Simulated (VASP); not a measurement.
Wanted: the native input for a VASP 6.6.1 run.

```
Task                   : single point
Functional             : revPBE
Potentials or basis    : VASP PAW PBE potentials, release 64 (Pb_d, Se)
Cutoff                 : 400 eV
k mesh                 : 3 × 3 × 1
Occupations            : methfessel-paxton, width 0.1 eV
Spin                   : no spin polarisation
Dipole correction      : yes
Further INCAR settings : ALGO = Normal; EDIFF = 1e-06; NBANDS = 39; NELMDL = -8
```

The structure of PbSe (Clausthalite) lies in POSCAR:

```
PbSe
1.0
    4.3284127397      0.0000000000      0.0000000000
    0.0000000000      4.3284127397      0.0000000000
    0.0000000000      0.0000000000     14.1213000000
Pb Se
3 3
Direct
    0.0000000000      0.0000000000      0.2832600398
    0.5000000000      0.5000000000      0.5000000000
    0.0000000000      0.0000000000      0.7167399602
    0.5000000000      0.5000000000      0.2832600398
    0.0000000000      0.0000000000      0.5000000000
    0.5000000000      0.5000000000      0.7167399602
```

One way to write it, as run:

INCAR

```
SYSTEM = PbSe
ALGO = Normal
DIPOL = 0.5 0.5 0.500
EDIFF = 1E-6
ENCUT = 400
GGA = RE
GGA_COMPAT = .FALSE.
IDIPOL = 3
ISIF = 2
ISMEAR = 1
LASPH = .TRUE.
LCHARG = .FALSE.
LDIPOL = .TRUE.
LREAL = .FALSE.
LWAVE = .FALSE.
NBANDS = 39
NELM = 120
NELMDL = -8
PREC = Accurate
SIGMA = 0.1
```

KPOINTS

```
k-points
0
G
  3 3 1
  0 0 0
```

Potentials or basis: VASP PAW PBE potentials, release 64 (Pb_d, Se).

Run with:

```sh
$ cat potpaw_PBE.64/Pb_d/POTCAR potpaw_PBE.64/Se/POTCAR > POTCAR
$ mpirun -np 1 vasp_std > vasp.out
```

Results of the run:

```json
{
  "Largest force": "0.218 eV/Å",
  "Band gap on the k mesh": "1.63 eV, direct"
}
```

Caveat: the k points lie up to 0.48 Å⁻¹ apart; the PAW data sets were made with another functional, which shifts forces and pressure a little; spin-orbit coupling is left out, which moves the levels of the heavy elements.

Run time: 21 s on 1 thread of Intel(R) Xeon(R) 6975P-C (Granite Rapids) (shared host), peak memory 0.25 GiB.
